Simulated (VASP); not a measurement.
The system is SiB6.

```xyz
7
Lattice="4.1300 0.0000 0.0000 0.0000 4.1300 0.0000 0.0000 0.0000 4.1300" Properties=species:S:1:pos:R:3 pbc="T T T"
Si    0.0000    0.0000    0.0000
B     0.8673    2.0650    2.0650
B     2.0650    0.8673    2.0650
B     3.2627    2.0650    2.0650
B     2.0650    3.2627    2.0650
B     2.0650    2.0650    0.8673
B     2.0650    2.0650    3.2627
```

| Item | Value |
| --- | --- |
| Program | VASP 6.6.1 |
| Task | relaxation of cell and atoms |
| Functional | PBE |
| Potentials or basis | VASP PAW PBE potentials, release 64 (Si, B) |
| Cutoff | 500 eV |
| k mesh | 4 × 4 × 4 |
| Occupations | gaussian, width 0.1 eV |
| Spin | no spin polarisation |

At the start: pressure 3.9 GPa; volume 10.06 Å³/atom.

Question: How do energy, volume and symmetry change on relaxing?

Answer: Over 6 steps the energy falls by 45.2 meV/atom and the volume is 10.07 Å³/atom (+0.1 %); space group Pm-3m (No. 221, to 0.1 Å) before and after.

The path:
```tsv
step	energy change (eV)	largest force (eV/Å)	pressure (GPa)	volume (Å³)
1	0.0000	2.6350	3.94	70.44
2	1.2251	5.9198	-2.05	73.00
3	-0.3133	0.1024	-1.37	71.24
4	-0.3141	0.0174	-1.22	71.21
5	-0.3140	0.0670	-1.15	71.19
6	-0.3163	0.0093	0.21	70.52
```

Final structure:
```yaml
crystal:
  lattice:
    - [4.13147, 0.00000, 0.00000]
    - [0.00000, 4.13147, 0.00000]
    - [0.00000, 0.00000, 4.13147]
  atoms:
    - { symbol: Si, position: [0.00000, 0.00000, 0.00000] }
    - { symbol: B, position: [0.20033, 0.50000, 0.50000] }
    - { symbol: B, position: [0.50000, 0.20033, 0.50000] }
    - { symbol: B, position: [0.79967, 0.50000, 0.50000] }
    - { symbol: B, position: [0.50000, 0.79967, 0.50000] }
    - { symbol: B, position: [0.50000, 0.50000, 0.20033] }
    - { symbol: B, position: [0.50000, 0.50000, 0.79967] }
```
